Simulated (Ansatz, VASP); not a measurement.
**Two plane-wave programs on BiTe**

```
CELL_PARAMETERS angstrom
-0.34151 3.07358 3.07358
3.07358 -0.34151 3.07358
3.07358 3.07358 -0.34151
ATOMIC_POSITIONS crystal
Bi 0.00000 0.00000 0.00000
Te 0.50000 0.50000 0.50000
```

Alike in both runs: task single point; functional PBE; k mesh 14 × 14 × 14; occupations gaussian, width 0.15 eV; no spin polarisation.

```csv
,VASP,Ansatz
version,VASP 6.6.1,Ansatz 0.2.0
potentials or method,"VASP PAW PBE potentials, release 64 (Bi_d, Te), cutoff 520 eV","scalar-relativistic, plane waves, PAW"
valence electrons in the cell,21,31
```

```csv
,VASP,Ansatz,Ansatz less VASP
gap on the k mesh at the Fermi level (eV),none,none,-
pressure (GPa),-0.1,-0.1,+0.05
```

A gap of «none» marks a metal or a gap that the smearing closes. With one functional, cell and mesh, what is left measures potentials, basis and numerics. VASP's potentials hold 21 valence electrons a cell and Ansatz's 31, so a difference there can come from the potentials and not from the codes.

Neither program's run includes spin-orbit coupling.
